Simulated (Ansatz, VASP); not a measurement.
Li2ZnO2: VASP beside Ansatz

Contents of INCAR:

```
SYSTEM = Li2ZnO2
PREC = Accurate ; ENCUT = 520
EDIFF = 1E-7 ; ISMEAR = 0
SIGMA = 0.1 ; LREAL = .False.
LASPH = .True. ; NELM = 100
ALGO = Normal ; ISIF = 2
LWAVE = .False. ; LCHARG = .False.
GGA = PE ; NBANDS = 41
```

Contents of KPOINTS:

```
regular mesh
0
Gamma
  4 4 4
  0 0 0
```

Contents of POSCAR:

```
Li2ZnO2
1.0
    4.6926166272      0.0000000000      0.0000000000
    0.0000000000      4.6926166272      0.0000000000
    0.0000000000      0.0000000000      4.6926166272
Li Zn O
4 2 4
Direct
    0.2500000000      0.2500000000      0.2500000000
    0.7500000000      0.7500000000      0.2500000000
    0.7500000000      0.2500000000      0.7500000000
    0.2500000000      0.7500000000      0.7500000000
    0.0000000000      0.0000000000      0.0000000000
    0.5000000000      0.5000000000      0.5000000000
    0.7500000000      0.7500000000      0.7500000000
    0.2500000000      0.2500000000      0.7500000000
    0.2500000000      0.7500000000      0.2500000000
    0.7500000000      0.2500000000      0.2500000000
```

Input for Ansatz:

```yaml
crystal:
  lattice:
    - [4.6926166272, 0.0, 0.0]
    - [0.0, 4.6926166272, 0.0]
    - [0.0, 0.0, 4.6926166272]
  atoms:
    - { symbol: Li, position: [0.25, 0.25, 0.25] }
    - { symbol: Li, position: [0.75, 0.75, 0.25] }
    - { symbol: Li, position: [0.75, 0.25, 0.75] }
    - { symbol: Li, position: [0.25, 0.75, 0.75] }
    - { symbol: Zn, position: [0.0, 0.0, 0.0] }
    - { symbol: Zn, position: [0.5, 0.5, 0.5] }
    - { symbol: O, position: [0.75, 0.75, 0.75] }
    - { symbol: O, position: [0.25, 0.25, 0.75] }
    - { symbol: O, position: [0.25, 0.75, 0.25] }
    - { symbol: O, position: [0.75, 0.25, 0.25] }
basis:
  ecutwfc: 420
kpoints:
  mp_grid: { grid: [4, 4, 4] }
hamiltonian:
  xc: pbe
scf:
  occupations: { method: gaussian, width: 0.1 }
  lower_state_search: "off"
output:
  forces: true
  stress: true
  eigenvalues: true
```

Alike in both runs: task single point; functional PBE; k mesh 4 × 4 × 4; occupations gaussian, width 0.1 eV; no spin polarisation.

|  | VASP | Ansatz |
| --- | --- | --- |
| version | VASP 6.6.1 | Ansatz 0.2.0 |
| potentials or method | VASP PAW PBE potentials, release 64 (Li_sv, Zn, O), cutoff 520 eV | scalar-relativistic, plane waves, PAW |
| valence electrons in the cell | 60 | 60 |

Ansatz gave:

```
gap on the k mesh at the Fermi level (eV) : 1.27
least direct gap on the mesh (eV)         : 1.36
```

Question: Estimate VASP's values.

Answer: gap on the k mesh at the Fermi level (eV): 1.26; least direct gap on the mesh (eV): 1.35.

Noted on VASP's run: the cutoff is under 1.25 times that of the potentials, so the pressure is a little rough.
